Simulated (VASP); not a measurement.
# GaO3 (P-6m2) in VASP: single point with PBE

Aim: the single point of GaO3 with PBE.

Program: VASP 6.6.1. These are calculated values, not measurements. Logs are shortened: lines on timing, memory, paths and dates and some standing lists are left out, and cuts for length are marked.

## 1. The cell of the first run

It takes space group P-6m2 (No. 187, hexagonal). Conventional cell: a = 2.948 Å, b = 2.948 Å, c = 6.845 Å, α = 90.00°, β = 90.00°, γ = 120.00°. Within 2.7 Å of Ga (site symmetry -6m2) lie 6 O at 2.02 Å. Within 3.8 Å of O (site symmetry -6m2) lie 12 O at 2.89 to 2.95 Å and 2 Ga at 3.42 Å. Within 2.7 Å of O (site symmetry 3m) lie 3 Ga at 2.02 Å and 1 O at 2.17 Å.

The cell was generated, and may not be a known phase.

## 2. Single point, PBE, collinear spin, ferromagnetic start

File INCAR:

```
ALGO = Normal ; EDIFF = 1E-6
ENCUT = 1340 ; GGA = PE
GGA_COMPAT = False ; ISIF = 2
ISMEAR = 0 ; ISPIN = 2
LASPH = True ; LCHARG = False
LORBIT = 11 ; LREAL = False
LWAVE = False ; MAGMOM = 0 1 1 1
NBANDS = 28 ; NELM = 200
PREC = Accurate ; SIGMA = 0.1
```

File KPOINTS:

```
k-points
0
Gamma
  6 6 2
```

File POSCAR:

```
GaO3
1.0
    2.9477573785      0.0000000034      0.0000000000
   -1.4738786922      2.5528327723      0.0000000000
    0.0000000000      0.0000000000      6.8453667504
Ga O
1 3
Direct
    0.6666666667      0.3333333333      0.0000000000
    0.6666666667      0.3333333333      0.5000000000
    0.3333333333      0.6666666667      0.1587142971
    0.3333333333      0.6666666667      0.8412857029
```

Potentials or basis: VASP PAW PBE potentials, release 64 (Ga_d, O_h).

Run with:

```console
cat potpaw_PBE.64/Ga_d/POTCAR potpaw_PBE.64/O_h/POTCAR > POTCAR
mpirun -np 1 vasp_std > vasp.out
```

OUTCAR:

```text
EDIFF = 1E-6
   ENCUT = 1340
   GGA = PE
   ISIF = 2
   ISMEAR = 0
   ISPIN = 2
   LASPH = True
   LORBIT = 11
   LREAL = False
   NELM = 200
   PREC = Accurate

 ion  position               nearest neighbor table
   1  0.667  0.333  0.000-   3 2.02   4 2.02   3 2.02   4 2.02   3 2.02   4 2.02
   2  0.667  0.333  0.500-
   3  0.333  0.667  0.159-   1 2.02   1 2.02   1 2.02
   4  0.333  0.667  0.841-   1 2.02   1 2.02   1 2.02

  LATTYP: Found a hexagonal cell.
 ALAT       =     2.9477573785
 C/A-ratio  =     2.3222286883

  Lattice vectors:

 A1 = (   2.9477573785,   0.0000000034,   0.0000000000)
 A2 = (  -1.4738786922,   2.5528327723,   0.0000000000)
 A3 = (   0.0000000000,   0.0000000000,   6.8453667504)

Analysis of symmetry for initial positions (statically):
=====================================================================
 Subroutine PRICEL returns:
 Original cell was already a primitive cell.

 Routine SETGRP: Setting up the symmetry group for a
 hexagonal supercell.

 Subroutine GETGRP returns: Found 12 space group operations
 (whereof 12 operations were pure point group operations)
 out of a pool of 24 trial point group operations.

The static configuration has the point symmetry D_3h.

Analysis of symmetry for dynamics (positions and initial velocities):
=====================================================================
 Subroutine PRICEL returns:
 Original cell was already a primitive cell.

 Routine SETGRP: Setting up the symmetry group for a
 hexagonal supercell.

 Subroutine GETGRP returns: Found 12 space group operations
 (whereof 12 operations were pure point group operations)
 out of a pool of 24 trial point group operations.

The dynamic configuration has the point symmetry D_3h.

Analysis of structural, dynamic, and magnetic symmetry:
=====================================================================
 Subroutine PRICEL returns:
 Original cell was already a primitive cell.

 Routine SETGRP: Setting up the symmetry group for a
 hexagonal supercell.

 Subroutine GETGRP returns: Found 12 space group operations
 (whereof 12 operations were pure point group operations)
 out of a pool of 24 trial point group operations.

The overall configuration has the point symmetry D_3h.

 Subroutine INISYM returns: Found 12 space group operations
 (whereof 12 operations are pure point group operations),
 and found     1 'primitive' translations

----------------------------------------------------------------------------------------

                                     Primitive cell

  volume of cell :      51.5123

  direct lattice vectors                    reciprocal lattice vectors
     2.947757378  0.000000003  0.000000000     0.339240945  0.195860852  0.000000000
    -1.473878692  2.552832772  0.000000000    -0.000000000  0.391721702  0.000000000
     0.000000000  0.000000000  6.845366750     0.000000000  0.000000000  0.146084211

  length of vectors
     2.947757378  2.947757379  6.845366750     0.391721702  0.391721702  0.146084211

  position of ions in fractional coordinates (direct lattice)
     0.666666667  0.333333333  0.000000000
     0.666666667  0.333333333  0.500000000
     0.333333333  0.666666667  0.158714297
     0.333333333  0.666666667  0.841285703

  ion indices of the primitive-cell ions
   primitive index   ion index
                 1           1
                 2           2
                 3           3
                 4           4

----------------------------------------------------------------------------------------

 KPOINTS: k-points

Automatic generation of k-mesh.
 Grid dimensions read from file:
 generate k-points for:    6    6    2

 Generating k-lattice:

  Cartesian coordinates                     Fractional coordinates (reciprocal lattice)
     0.056540158  0.032643475  0.000000000     0.166666667 -0.000000000  0.000000000
    -0.000000000  0.065286950  0.000000000    -0.000000000  0.166666667  0.000000000
     0.000000000  0.000000000  0.073042105     0.000000000  0.000000000  0.500000000

  Length of vectors
     0.065286950  0.065286950  0.073042105

  Shift w.r.t. Gamma in fractional coordinates (k-lattice)
     0.000000000  0.000000000  0.000000000

 Subroutine IBZKPT returns following result:
 ===========================================

 Found     14 irreducible k-points:

 Following reciprocal coordinates:
            Coordinates               Weight
  0.000000  0.000000  0.000000      1.000000
  0.166667  0.000000  0.000000      6.000000
  0.333333  0.000000  0.000000      6.000000
  0.500000  0.000000  0.000000      3.000000
  0.166667  0.166667  0.000000      6.000000
  0.333333  0.166667  0.000000     12.000000
  0.333333  0.333333  0.000000      2.000000
  0.000000  0.000000  0.500000      1.000000
  0.166667  0.000000  0.500000      6.000000
  0.333333  0.000000  0.500000      6.000000
  0.500000  0.000000  0.500000      3.000000
  0.166667  0.166667  0.500000      6.000000
  0.333333  0.166667  0.500000     12.000000
  0.333333  0.333333  0.500000      2.000000
   k-points           NKPTS =     14   k-points in BZ     NKDIM =     14   number of bands    NBANDS=     28
   number of dos      NEDOS =    301   number of ions     NIONS =      4
   total plane-waves  NPLWV = 108864
   dimension x,y,z NGX =    36 NGY =   36 NGZ =   84
   dimension x,y,z NGXF=    72 NGYF=   72 NGZF=  168
   ions per type =               1   3
   NGX,Y,Z   is equivalent  to a cutoff of  20.30, 20.30, 20.40 a.u.
   NGXF,Y,Z  is equivalent  to a cutoff of  40.61, 40.61, 40.80 a.u.
 SYSTEM =  unknown system
   PREC   = accura    normal or accurate (medium, high low for compatibility)
   ISTART =      0    job   : 0-new  1-cont  2-samecut
   ICHARG =      2    charge: 1-file 2-atom 10-const
   ISPIN  =      2    spin polarized calculation?
   LNONCOLLINEAR =      F non collinear calculations
   LSORBIT =      F    spin-orbit coupling
   LASPH  =      T    aspherical Exc in radial PAW
   ENCUT  = 1340.0 eV  98.49 Ry    9.92 a.u.   8.80  8.80 20.43*2*pi/ulx,y,z
   NELM   =    200;   NELMIN=  2; NELMDL= -5     # of ELM steps
   EDIFF  = 0.1E-05   stopping-criterion for ELM
   LREAL  =      F    real-space projection
   EDIFFG = 0.1E-04   stopping-criterion for IOM
   NSW    =      0    number of steps for IOM
   IBRION =     -1    ionic relax: 0-MD 1-quasi-New 2-CG
   NFREE  =      0    steps in history (QN), initial steepest desc. (CG)
   ISIF   =      2    stress and relaxation
   ISYM   =      2    0-nonsym 1-usesym 2-fastsym
   POTIM  = 0.5000    time-step for ionic-motion
   TEBEG  =    0.0;   TEEND  =   0.0 temperature during run
   PSTRESS=    0.0 pullay stress
   NELECT =      31.0000    total number of electrons
   NUPDOWN=      -1.0000    fix difference up-down
   EMIN   =  10.00;   EMAX   =-10.00  energy-range for DOS
   EFERMI =   0.00;   METHOD = LEGACY
   ISMEAR =     0;   SIGMA  =   0.10  broadening in eV -4-tet -1-fermi 0-gaus
   EFERMI_NEDOS =   21; number of points for ismear=-14 and -15
   IALGO  =     38    algorithm
   IMIX   =      4    mixing-type and parameters
     AMIX     =   0.40;   BMIX     =  1.00
     AMIX_MAG =   1.60;   BMIX_MAG =  1.00
  volume/ion in A,a.u.               =      12.88        86.91
  Fermi-wavevector in a.u.,A,eV,Ry     =   1.382160  2.611904 25.992127  1.910367
  Thomas-Fermi vector in A             =   2.506878
   LORBIT       =     11    0 simple, 1 ext, 2 COOP (PROOUT), +10 PAW based schemes
   GGA     = PE    functional components
   LHFCALC =     F    Hartree Fock is set to
   AEXX    =    0.0000 exact exchange contribution
   IVDW    =     0    specifies the selected vdW correction
   LEPSILON=     F    determine dielectric tensor
   LRPA    =     F    only Hartree local field effects (RPA)
 spin polarized calculation
 Gauss-broadening in eV      SIGMA  =   0.10
  energy-cutoff  :     1340.00
  volume of cell :       51.51
 maximum number of plane-waves:      5775
 NGX is ok and might be reduce to    36
   NGX = 17   NGY = 17   NGZ = 41

 number of electron      31.0000001 magnetization       2.9986575

 Free energy of the ion-electron system (eV)
  ---------------------------------------------------
  ext. energy  EPLUGINS =         0.00000000
  ---------------------------------------------------
  free energy    TOTEN  =       -17.71949215 eV

  energy without entropy =      -17.71515118  energy(sigma->0) =      -17.71732167

 E-fermi :   0.8651     XC(G=0):  -9.8742

 val. band max:        0.8464856873   @ k =   0.1667   0.1667   0.0000
 cond. band min:       0.9676464001   @ k =   0.0000   0.0000   0.5000
 fundamental gap:      0.1211607128
 Fermi energy:         0.8651335052

 spin component 1

 k-point     1 :       0.0000    0.0000    0.0000
  band No.  band energies     occupation
      1     -18.4592      1.00000
      2     -17.5283      1.00000
      3     -16.1437      1.00000
      4     -12.3577      1.00000
      5     -12.3577      1.00000
      6     -12.1936      1.00000
[... 409 lines left out ...]
     26      18.9439      0.00000
     27      19.1273      0.00000
 Fermi energy:         0.8651335052

 spin component 2

 k-point     1 :       0.0000    0.0000    0.0000
  band No.  band energies     occupation
      1     -17.7616      1.00000
      2     -15.3727      1.00000
      3     -14.1496      1.00000
      4     -12.3628      1.00000
      5     -12.3628      1.00000
      6     -12.1828      1.00000
[... 409 lines left out ...]
     26      19.3576      0.00000
     27      19.8225      0.00000
 [bands above 27 left out]

------------------------ aborting loop because EDIFF is reached ----------------------------------------

  FORCE on cell =-STRESS in cart. coord.  units (eV):
  Direction    XX          YY          ZZ          XY          YZ          ZX
  --------------------------------------------------------------------------------------
  -------------------------------------------------------------------------------------
  Total        0.1241427      0.1241427      0.1274518     -0.0000000      0.0000000      0.0000000
  in kB        3.8611885      3.8611885      3.9641104     -0.0000000      0.0000000      0.0000000
  external PRESSURE =       3.8954958 kB  Pullay stress =       0.0000000 kB

 VOLUME and BASIS-vectors are now :
 -----------------------------------------------------------------------------
  energy-cutoff  :     1340.00
  volume of cell :       51.51
      direct lattice vectors                 reciprocal lattice vectors
     2.947757378  0.000000003  0.000000000     0.339240945  0.195860852  0.000000000
    -1.473878692  2.552832772  0.000000000    -0.000000000  0.391721702  0.000000000
     0.000000000  0.000000000  6.845366750     0.000000000  0.000000000  0.146084211

 POSITION                                       TOTAL-FORCE (eV/Angst)
 -----------------------------------------------------------------------------------
      1.47388      0.85094      0.00000        -0.000000     -0.000000      0.000000
      1.47388      0.85094      3.42268        -0.000000     -0.000000      0.000000
     -0.00000      1.70189      1.08646         0.000000      0.000000      0.035234
     -0.00000      1.70189      5.75891         0.000000      0.000000     -0.035234
 -----------------------------------------------------------------------------------
    total drift:                                0.000000     -0.000000      0.000000

  FREE ENERGIE OF THE ION-ELECTRON SYSTEM (eV)
  ---------------------------------------------------
  free  energy   TOTEN  =       -17.7194921539 eV

  energy  without entropy=      -17.7151511788  energy(sigma->0) =      -17.71732167

 total charge

# of ion       s       p       d       tot
------------------------------------------
    1        0.687   0.721  10.215  11.623
    2        1.128   2.042   0.000   3.169
    3        1.073   2.248   0.000   3.321
    4        1.073   2.248   0.000   3.321
--------------------------------------------------
tot          3.961   7.259  10.215  21.435

 magnetization (x)

# of ion       s       p       d       tot
------------------------------------------
    1       -0.021  -0.020   0.007  -0.034
    2        0.022   1.200   0.000   1.222
    3        0.006   0.307   0.000   0.314
    4        0.006   0.307   0.000   0.314
--------------------------------------------------
tot          0.013   1.795   0.007   1.815
```

It took 1.9 min on 1 thread of Intel Xeon Platinum 8488C (Sapphire Rapids), shared host; peak memory 0.47 GiB.

What came out:

* Free energy: -17.7195 eV
* Pressure: 0.4 GPa
* Largest force: 0.035 eV/Å
* Band gap on the k mesh: zero (filled and empty bands overlap)
* Net moment: 3.00 μB per cell
* Site moments: Ga -0.03; O +1.22, +0.31 (each value once) μB
* Valence electrons inside the program's atomic spheres: Ga 11.62; O 3.17, 3.32 (each value once)

Forces in eV/Å, atoms in the order of the input:
```
Ga   0.000  0.000  0.000
O    0.000  0.000  0.000
O    0.000  0.000  0.035
O    0.000  0.000 -0.035
```

Caveat: the k points lie up to 0.46 Å⁻¹ apart, too coarse for converged energies and pressures of a metal.

The gap in the log of VASP goes by the Fermi energy; the results here count the filled bands.